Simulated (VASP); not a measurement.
Set up this calculation in VASP 6.6.1, as the native input.

```yaml
Task: single point
Functional: PBE
Potentials_or_basis: VASP PAW PBE potentials, release 64 (Sn_d, C)
Cutoff: 520 eV
k_mesh: 4 × 4 × 4
Occupations: gaussian, width 0.1 eV
Spin: no spin polarisation
Dipole_correction: no
Further_INCAR_settings: ALGO = Normal; EDIFF = 1e-06; NBANDS = 31
```

The structure of Sn3C lies in POSCAR:

```
Sn3C
1.0
    4.3587340124      0.0000000000      0.0000000000
    0.0000000000      4.3587340124      0.0000000000
    0.0000000000      0.0000000000      4.3587340124
Sn C
3 1
Direct
    0.0000000000      0.5000000000      0.5000000000
    0.5000000000      0.0000000000      0.5000000000
    0.5000000000      0.5000000000      0.0000000000
    0.0000000000      0.0000000000      0.0000000000
```

These files were run (other wordings do the same):

INCAR

```
ALGO = Normal
EDIFF = 1E-6
ENCUT = 520
GGA = PE
ISIF = 2
ISMEAR = 0
LASPH = True
LCHARG = False
LREAL = False
LWAVE = False
NBANDS = 31
NELM = 60
PREC = Accurate
SIGMA = 0.1
```

KPOINTS

```
k-points
0
Gamma
  4 4 4
```

Potentials or basis: VASP PAW PBE potentials, release 64 (Sn_d, C).

The run is started by

```sh
$ cat potpaw_PBE.64/Sn_d/POTCAR potpaw_PBE.64/C/POTCAR > POTCAR
$ mpirun -np 1 vasp_std > vasp.out
```

It gave:

```
Pressure               : 6.5 GPa
Band gap on the k mesh : zero (band 23 reaches 9.61 eV, above the bottom of band 24 at 8.03 eV)
```

Caveat: the k points lie up to 0.36 Å⁻¹ apart; spin-orbit coupling is left out, which moves the levels of the heavy elements.

It took 8.4 s on 1 thread of Intel(R) Xeon(R) 6975P-C (Granite Rapids), on a shared host, peak memory 0.18 GiB.
